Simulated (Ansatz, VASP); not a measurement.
KF in VASP and in Ansatz

```
K F
1.0
     0.00000    2.71033    2.71033
     2.71033    0.00000    2.71033
     2.71033    2.71033    0.00000
K F
1 1
Direct
  0.00000 0.00000 0.00000
  0.50000 0.50000 0.50000
```

Alike in both runs: functional PBE; k mesh 8 × 8 × 8; occupations gaussian, width 0.02 eV; no spin polarisation.

Ansatz relaxed the structure, and its values are those at the end. VASP's run is a single point on that final structure, the one shown.

```csv
,VASP,Ansatz
version,VASP 6.6.1,Ansatz 0.2.0
potentials or method,"VASP PAW PBE potentials, release 64 (K_sv, F), cutoff 600 eV","scalar-relativistic, plane waves, PAW"
valence electrons in the cell,16,16
```

|  | VASP | Ansatz | Ansatz less VASP |
| --- | --- | --- | --- |
| gap on the k mesh at the Fermi level (eV) | 5.95 | 5.96 | +0.013 |
| least direct gap on the mesh (eV) | 5.95 | 5.96 | +0.013 |
| pressure (GPa) | 0.0 | 0.0 | +0.02 |
